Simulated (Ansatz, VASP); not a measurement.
**One calculation of HfO2, two programs**

```
Hf O
1.0
     4.88129    0.00000    0.00000
     0.00000    4.88129    0.00000
     0.00000    0.00000    3.23803
Hf O
2 4
Direct
  0.92503 0.92503 0.78691
  0.50000 0.50000 0.50000
  0.19484 0.80516 0.50000
  0.30516 0.30516 0.00000
  0.69484 0.69484 0.00000
  0.80516 0.19484 0.50000
```

Alike in both runs: task single point; functional PBE; k mesh 6 × 6 × 8; occupations gaussian, width 0.05 eV; no spin polarisation.

```csv
,VASP,Ansatz
version,VASP 6.6.1,Ansatz 0.2.0
potentials or method,"VASP PAW PBE potentials, release 64 (Hf_pv, O), cutoff 520 eV","scalar-relativistic, plane waves, PAW"
valence electrons in the cell,44,76
```

```csv
,VASP,Ansatz,Ansatz less VASP
gap on the k mesh at the Fermi level (eV),2.19,2.24,+0.053
least direct gap on the mesh (eV),2.35,2.38,+0.034
rms of the force components (eV/Å),5.130,5.106,-0.0241
```

Atom by atom the forces differ by 0.054 eV/Å (rms over components). VASP's potentials hold 44 valence electrons a cell and Ansatz's 76, so a difference there can come from the potentials and not from the codes.

Spin-orbit coupling is off throughout.
